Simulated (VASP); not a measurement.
# Sc2GeSe (P6mm) in VASP: a series of runs

Runs on Sc2GeSe. Level: PBE. Tasks: single point, relaxation of cell and atoms.

Program: VASP 6.6.1. These are calculated values, not measurements. Logs are shortened: lines on timing, memory, paths and dates and some standing lists are left out, and cuts for length are marked.

**1. The cell of the first run**

Symmetry: P6mm, No. 183, hexagonal system. Conventional cell: a = 4.602 Å, b = 4.602 Å, c = 5.588 Å, α = 90.00°, β = 90.00°, γ = 120.00°. Sc (site symmetry 3m) has 3 Sc at 2.66 Å and 3 Ge at 2.94 Å and 3 Se at 3.06 Å within 3.5 Å. Within 3.7 Å of Ge (site symmetry 6mm) lie 2 Se at 2.77 to 2.81 Å and 6 Sc at 2.94 Å. Within 3.7 Å of Se (site symmetry 6mm) lie 2 Ge at 2.77 to 2.81 Å and 6 Sc at 3.06 Å.

The cell was built from a structure type or drawn by symmetry, and may not be a known phase.

**2. Single point, PBE**

Input file INCAR:

```
PREC = Accurate
ENCUT = 520
EDIFF = 1E-7
ISMEAR = 0
SIGMA = 0.1
LREAL = F
LASPH = T
NELM = 80
ALGO = Normal
ISIF = 2
LWAVE = F
LCHARG = F
GGA = PE
NBANDS = 29
```

Input file KPOINTS:

```
Automatic mesh
0
Gamma
  6 6 4
```

Input file POSCAR:

```
Sc2GeSe
1.0
    4.6015844809      0.0000000029      0.0000000000
   -2.3007922429      3.9850890567      0.0000000000
    0.0000000000      0.0000000000      5.5876248936
Sc Ge Se
2 1 1
Direct
    0.3333333333      0.6666666667      0.6551205270
    0.6666666667      0.3333333333      0.6551205270
    0.0000000000      0.0000000000      0.8786118200
    0.0000000000      0.0000000000      0.3820883560
```

Potentials or basis: VASP PAW PBE potentials, release 64 (Sc_sv, Ge_d, Se).

Started as:

```sh
$ cat potpaw_PBE.64/Sc_sv/POTCAR potpaw_PBE.64/Ge_d/POTCAR potpaw_PBE.64/Se/POTCAR > POTCAR
$ mpirun -np 1 vasp_std > vasp.out
```

OUTCAR:

```text
PREC = Accurate
   ENCUT = 520
   EDIFF = 1E-7
   ISMEAR = 0
   LREAL = F
   LASPH = T
   NELM = 80
   ISIF = 2
   GGA = PE

 ion  position               nearest neighbor table
   1  0.333  0.667  0.655-   2 2.66   2 2.66   2 2.66   3 2.94   3 2.94   3 2.94   4 3.06   4 3.06
                             4 3.06
   2  0.667  0.333  0.655-   1 2.66   1 2.66   1 2.66   3 2.94   3 2.94   3 2.94   4 3.06   4 3.06
                             4 3.06
   3  0.000  0.000  0.879-   4 2.77   4 2.81   2 2.94   1 2.94   1 2.94   2 2.94   2 2.94   1 2.94

   4  0.000  0.000  0.382-   3 2.77   3 2.81   1 3.06   2 3.06   1 3.06   2 3.06   2 3.06   1 3.06

  LATTYP: Found a hexagonal cell.
 ALAT       =     4.6015844809
 C/A-ratio  =     1.2142828012

  Lattice vectors:

 A1 = (   4.6015844809,   0.0000000029,   0.0000000000)
 A2 = (  -2.3007922429,   3.9850890567,   0.0000000000)
 A3 = (   0.0000000000,   0.0000000000,   5.5876248936)

Analysis of symmetry for initial positions (statically):
=====================================================================
 Subroutine PRICEL returns:
 Original cell was already a primitive cell.

 Routine SETGRP: Setting up the symmetry group for a
 hexagonal supercell.

 Subroutine GETGRP returns: Found 12 space group operations
 (whereof 12 operations were pure point group operations)
 out of a pool of 24 trial point group operations.

The static configuration has the point symmetry C_6v.

Analysis of symmetry for dynamics (positions and initial velocities):
=====================================================================
 Subroutine PRICEL returns:
 Original cell was already a primitive cell.

 Routine SETGRP: Setting up the symmetry group for a
 hexagonal supercell.

 Subroutine GETGRP returns: Found 12 space group operations
 (whereof 12 operations were pure point group operations)
 out of a pool of 24 trial point group operations.

The dynamic configuration has the point symmetry C_6v.

 Subroutine INISYM returns: Found 12 space group operations
 (whereof 12 operations are pure point group operations),
 and found     1 'primitive' translations

----------------------------------------------------------------------------------------

                                     Primitive cell

  volume of cell :     102.4643

  direct lattice vectors                    reciprocal lattice vectors
     4.601584481  0.000000003  0.000000000     0.217316449  0.125467711  0.000000000
    -2.300792243  3.985089057  0.000000000    -0.000000000  0.250935421  0.000000000
     0.000000000  0.000000000  5.587624894     0.000000000  0.000000000  0.178966917

  length of vectors
     4.601584481  4.601584481  5.587624894     0.250935421  0.250935421  0.178966917

  position of ions in fractional coordinates (direct lattice)
     0.333333333  0.666666667  0.655120527
     0.666666667  0.333333333  0.655120527
     0.000000000  0.000000000  0.878611820
     0.000000000  0.000000000  0.382088356

  ion indices of the primitive-cell ions
   primitive index   ion index
                 1           1
                 2           2
                 3           3
                 4           4

----------------------------------------------------------------------------------------

 KPOINTS: Automatic mesh

Automatic generation of k-mesh.
 Grid dimensions read from file:
 generate k-points for:    6    6    4

 Generating k-lattice:

  Cartesian coordinates                     Fractional coordinates (reciprocal lattice)
     0.036219408  0.020911285  0.000000000     0.166666667  0.000000000  0.000000000
    -0.000000000  0.041822570  0.000000000    -0.000000000  0.166666667  0.000000000
     0.000000000  0.000000000  0.044741729     0.000000000  0.000000000  0.250000000

  Length of vectors
     0.041822570  0.041822570  0.044741729

  Shift w.r.t. Gamma in fractional coordinates (k-lattice)
     0.000000000  0.000000000  0.000000000

 Subroutine IBZKPT returns following result:
 ===========================================

 Found     21 irreducible k-points:

 Following reciprocal coordinates:
            Coordinates               Weight
  0.000000  0.000000  0.000000      1.000000
  0.166667  0.000000  0.000000      6.000000
  0.333333  0.000000  0.000000      6.000000
  0.500000 -0.000000  0.000000      3.000000
  0.166667  0.166667  0.000000      6.000000
  0.333333  0.166667  0.000000     12.000000
[... 13 lines left out ...]
  0.333333  0.166667  0.500000     12.000000
  0.333333  0.333333  0.500000      2.000000
   k-points           NKPTS =     21   k-points in BZ     NKDIM =     21   number of bands    NBANDS=     29
   number of dos      NEDOS =    301   number of ions     NIONS =      4
   total plane-waves  NPLWV =  54432
   dimension x,y,z NGX =    36 NGY =   36 NGZ =   42
   dimension x,y,z NGXF=    72 NGYF=   72 NGZF=   84
   ions per type =               2   1   1
   NGX,Y,Z   is equivalent  to a cutoff of  13.01, 13.01, 12.50 a.u.
   NGXF,Y,Z  is equivalent  to a cutoff of  26.01, 26.01, 24.99 a.u.
 SYSTEM =  unknown system
   PREC   = accura    normal or accurate (medium, high low for compatibility)
   ISTART =      0    job   : 0-new  1-cont  2-samecut
   ICHARG =      2    charge: 1-file 2-atom 10-const
   ISPIN  =      1    spin polarized calculation?
   LNONCOLLINEAR =      F non collinear calculations
   LSORBIT =      F    spin-orbit coupling
   LASPH  =      T    aspherical Exc in radial PAW
   ENCUT  =  520.0 eV  38.22 Ry    6.18 a.u.   8.56  8.56 10.39*2*pi/ulx,y,z
   NELM   =     80;   NELMIN=  2; NELMDL= -5     # of ELM steps
   EDIFF  = 0.1E-06   stopping-criterion for ELM
   LREAL  =      F    real-space projection
   EDIFFG = 0.1E-05   stopping-criterion for IOM
   NSW    =      0    number of steps for IOM
   IBRION =     -1    ionic relax: 0-MD 1-quasi-New 2-CG
   NFREE  =      0    steps in history (QN), initial steepest desc. (CG)
   ISIF   =      2    stress and relaxation
   ISYM   =      2    0-nonsym 1-usesym 2-fastsym
   POTIM  = 0.5000    time-step for ionic-motion
   TEBEG  =    0.0;   TEEND  =   0.0 temperature during run
   PSTRESS=    0.0 pullay stress
   NELECT =      42.0000    total number of electrons
   NUPDOWN=      -1.0000    fix difference up-down
   EMIN   =  10.00;   EMAX   =-10.00  energy-range for DOS
   EFERMI =   0.00;   METHOD = LEGACY
   ISMEAR =     0;   SIGMA  =   0.10  broadening in eV -4-tet -1-fermi 0-gaus
   EFERMI_NEDOS =   21; number of points for ismear=-14 and -15
   IALGO  =     38    algorithm
   IMIX   =      4    mixing-type and parameters
     AMIX     =   0.40;   BMIX     =  1.00
     AMIX_MAG =   1.60;   BMIX_MAG =  1.00
  volume/ion in A,a.u.               =      25.62       172.87
  Fermi-wavevector in a.u.,A,eV,Ry     =   1.216094  2.298084 20.121437  1.478884
  Thomas-Fermi vector in A             =   2.351459
   LORBIT       =      0    0 simple, 1 ext, 2 COOP (PROOUT), +10 PAW based schemes
   GGA     = PE    functional components
   LHFCALC =     F    Hartree Fock is set to
   AEXX    =    0.0000 exact exchange contribution
   IVDW    =     0    specifies the selected vdW correction
   LEPSILON=     F    determine dielectric tensor
   LRPA    =     F    only Hartree local field effects (RPA)
 non-spin polarized calculation
 Gauss-broadening in eV      SIGMA  =   0.10
  energy-cutoff  :      520.00
  volume of cell :      102.46
 maximum number of plane-waves:      2787
 NGX is ok and might be reduce to    36
   NGX = 17   NGY = 17   NGZ = 21

 number of electron      41.9999995 magnetization

 Free energy of the ion-electron system (eV)
  ---------------------------------------------------
  ext. energy  EPLUGINS =         0.00000000
  ---------------------------------------------------
  free energy    TOTEN  =       -21.09000339 eV

  energy without entropy =      -21.06585787  energy(sigma->0) =      -21.07793063

 E-fermi :   3.8921     XC(G=0):  -9.1739

 val. band max:        3.8851224468   @ k =   0.0000   0.0000   0.5000
 cond. band min:       3.9159886559   @ k =   0.1667   0.1667   0.0000
 fundamental gap:      0.0308662091
 Fermi energy:         3.8920522850

 k-point     1 :       0.0000    0.0000    0.0000
  band No.  band energies     occupation
      1     -45.9629      2.00000
      2     -45.6636      2.00000
      3     -24.9091      2.00000
      4     -24.9091      2.00000
      5     -24.7060      2.00000
      6     -24.4601      2.00000
[... 21 lines left out ...]
     28       6.5678      0.00000
     29       6.5678      0.00000

 k-point     2 :       0.1667    0.0000    0.0000
  band No.  band energies     occupation
      1     -45.9455      2.00000
      2     -45.6817      2.00000
      3     -24.9310      2.00000
      4     -24.8730      2.00000
      5     -24.6912      2.00000
      6     -24.4747      2.00000
[... 21 lines left out ...]
     28       6.6768      0.00000
     29       6.7367      0.00000

 k-point     3 :       0.3333    0.0000    0.0000
  band No.  band energies     occupation
      1     -45.9006      2.00000
      2     -45.7279      2.00000
      3     -24.9715      2.00000
      4     -24.7879      2.00000
      5     -24.6533      2.00000
      6     -24.5122      2.00000
[... 21 lines left out ...]
     28       6.7922      0.00000
     29       7.2118      0.00000

 k-point     4 :       0.5000   -0.0000    0.0000
  band No.  band energies     occupation
      1     -45.8644      2.00000
      2     -45.7648      2.00000
      3     -24.9904      2.00000
      4     -24.7340      2.00000
      5     -24.6230      2.00000
      6     -24.5423      2.00000
[... 21 lines left out ...]
     28       6.9004      0.00000
     29       7.1028      0.00000

 k-point     5 :       0.1667    0.1667    0.0000
  band No.  band energies     occupation
      1     -45.9138      2.00000
      2     -45.7144      2.00000
      3     -24.9712      2.00000
      4     -24.7972      2.00000
      5     -24.6645      2.00000
      6     -24.5012      2.00000
[... 21 lines left out ...]
     28       6.5999      0.00000
     29       7.1473      0.00000
[... 414 lines left out ...]
     28       6.5196      0.00000
     29       6.8523      0.00000

 k-point    19 :       0.1667    0.1667    0.5000
  band No.  band energies     occupation
      1     -45.9138      2.00000
      2     -45.7144      2.00000
      3     -24.9712      2.00000
      4     -24.7972      2.00000
      5     -24.6648      2.00000
      6     -24.5014      2.00000
[... 21 lines left out ...]
     28       6.1184      0.00000
     29       6.9601      0.00000

 k-point    20 :       0.3333    0.1667    0.5000
  band No.  band energies     occupation
      1     -45.8645      2.00000
      2     -45.7648      2.00000
      3     -25.0116      2.00000
      4     -24.6841      2.00000
      5     -24.6235      2.00000
      6     -24.5423      2.00000
[... 21 lines left out ...]
     28       6.3349      0.00000
     29       6.5100      0.00000

 k-point    21 :       0.3333    0.3333    0.5000
  band No.  band energies     occupation
      1     -45.8148      2.00000
      2     -45.8148      2.00000
      3     -25.0381      2.00000
      4     -24.5829      2.00000
      5     -24.5829      2.00000
      6     -24.5088      2.00000
[... 21 lines left out ...]
     28       6.3951      0.00000
     29       6.3951      0.00000

------------------------ aborting loop because EDIFF is reached ----------------------------------------

  FORCE on cell =-STRESS in cart. coord.  units (eV):
  Direction    XX          YY          ZZ          XY          YZ          ZX
  --------------------------------------------------------------------------------------
  -------------------------------------------------------------------------------------
  Total        0.0937754      0.0937754      0.0373393      0.0000000     -0.0000000      0.0000000
  in kB        1.4663131      1.4663131      0.5838535      0.0000000     -0.0000000      0.0000000
  external PRESSURE =       1.1721599 kB  Pullay stress =       0.0000000 kB

 VOLUME and BASIS-vectors are now :
 -----------------------------------------------------------------------------
  energy-cutoff  :      520.00
  volume of cell :      102.46
      direct lattice vectors                 reciprocal lattice vectors
     4.601584481  0.000000003  0.000000000     0.217316449  0.125467711  0.000000000
    -2.300792243  3.985089057  0.000000000    -0.000000000  0.250935421  0.000000000
     0.000000000  0.000000000  5.587624894     0.000000000  0.000000000  0.178966917

 POSITION                                       TOTAL-FORCE (eV/Angst)
 -----------------------------------------------------------------------------------
     -0.00000      2.65673      3.66057        -0.000000      0.000000     -0.002404
      2.30079      1.32836      3.66057         0.000000     -0.000000     -0.002404
      0.00000      0.00000      4.90935         0.000000      0.000000      0.013362
      0.00000      0.00000      2.13497         0.000000      0.000000     -0.008554
 -----------------------------------------------------------------------------------
    total drift:                                0.000000      0.000000     -0.000571

  FREE ENERGIE OF THE ION-ELECTRON SYSTEM (eV)
  ---------------------------------------------------
  free  energy   TOTEN  =       -21.0900033922 eV

  energy  without entropy=      -21.0658578748  energy(sigma->0) =      -21.07793063
```

Wall time 79 s (1 thread of Intel Xeon Platinum 8124M at 3.00GHz (Skylake/Cascade Lake), shared host); peak memory 0.25 GiB.

What came out:

```yaml
Free_energy: -21.0900 eV
Pressure: 0.1 GPa
Largest_force: 0.013 eV/Å
Band_gap_on_the_k_mesh: zero (bands 21 and 22 overlap by 0.31 eV)
```

Forces in eV/Å, atoms in the order of the input:
```
Sc   0.000  0.000 -0.002
Sc   0.000  0.000 -0.002
Ge   0.000  0.000  0.013
Se   0.000  0.000 -0.009
```

Stress tensor (GPa, compression positive):
```
0.15 0.00 0.00
0.00 0.15 0.00
0.00 0.00 0.06
```

[end of part 1 of 2]
